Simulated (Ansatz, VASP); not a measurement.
OsCl3 in VASP and in Ansatz

```
Os Cl
1.0
     4.91232    0.00000    0.00000
     0.00000    4.91232    0.00000
     0.00000    0.00000    4.91232
Os Cl
1 3
Direct
  0.00000 0.00000 0.00000
  0.50000 0.00000 0.00000
  0.00000 0.00000 0.50000
  0.00000 0.50000 0.00000
```

Alike in both runs: task single point; functional PBE; k mesh 4 × 4 × 4; occupations gaussian, width 0.05 eV; collinear spin; Hubbard terms Os d U = 1.0 eV.

```csv
,VASP,Ansatz
version,VASP 6.6.1,Ansatz 0.2.0
potentials or method,"VASP PAW PBE potentials, release 64 (Os, Cl), cutoff 600 eV","scalar-relativistic, plane waves, PAW"
valence electrons in the cell,29,37
```

VASP gave:

```
gap on the k mesh at the Fermi level (eV)                     : none
pressure (GPa)                                                : -3.4
net moment per atom (μB)                                      : 0.62
size of the moment on the site where the two differ most (μB) : 2.10
```

Task: Which values does Ansatz return?

Result: gap on the k mesh at the Fermi level (eV): none; pressure (GPa): -3.5; net moment per atom (μB): 0.62; size of the moment on the site where the two differ most (μB): 1.63.

Site moments also hang on the region over which each program counts them. The programs project onto different local orbitals, so the same U acts differently, and such runs can settle in different states. A gap of «none» marks a metal or a gap that the smearing closes. VASP's potentials hold 29 valence electrons a cell and Ansatz's 37, so a difference there can come from the potentials and not from the codes. Ansatz's warnings: filled band counts differ across k points.

Spin-orbit coupling is off throughout.
